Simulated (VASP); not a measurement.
Runs of VASP 6.6.1 on Te. The structure is that of space group P6/mmm (No. 191), or close to it. The cells are those of the table. This isn't the form of Te at room conditions, which is trigonal, of chains.

```csv
cell,k mesh,gap on the mesh (eV),pressure (GPa)
"a = 5.771, b = 5.771, c = 3.089 Å, angles 90.0, 90.0, 120.0°, 3 atoms",7 × 7 × 12,none,-0.3
"a = 5.613, b = 5.613, c = 3.004 Å, angles 90.0, 90.0, 120.0°, 3 atoms",7 × 7 × 12,none,(a)
"a = 5.771, b = 5.771, c = 3.089 Å, angles 90.0, 90.0, 120.0°, 3 atoms",9 × 9 × 13,none,-0.3
"a = 5.921, b = 5.921, c = 3.169 Å, angles 90.0, 90.0, 120.0°, 3 atoms",7 × 7 × 12,none,-3.6
"a = 5.847, b = 5.847, c = 3.130 Å, angles 90.0, 90.0, 120.0°, 3 atoms",7 × 7 × 12,none,(b)
"a = 5.531, b = 5.531, c = 2.960 Å, angles 90.0, 90.0, 120.0°, 3 atoms",7 × 7 × 12,none,8.8
"a = 5.994, b = 5.994, c = 3.208 Å, angles 90.0, 90.0, 120.0°, 3 atoms",7 × 7 × 12,none,-4.8
"a = 5.771, b = 5.771, c = 3.089 Å, angles 90.0, 90.0, 120.0°, 3 atoms",7 × 7 × 9,none,0.0
```

Alike in all rows: task single point; level r2SCAN; potentials or basis VASP PAW PBE potentials, release 64 (Te); no spin polarisation; cutoff (eV) 520; smearing fermi-dirac 0.1 eV.

Question: Fill in the values left out.

Answer: (a) 5.1; (b) -2.2.

Caveats: the PAW data sets were made with another functional, which shifts forces and pressure a little; spin-orbit coupling is left out, which moves the levels of the heavy elements; the cell stands under tension (at least some runs); the cell stands under pressure (at least some runs); the stress differs along the axes, from 7 to 12 GPa (at least some runs).

A k mesh can miss the band edges, and the runs leave out spin-orbit coupling on Te.

A gap of «none» marks levels without a gap at the run's occupations.
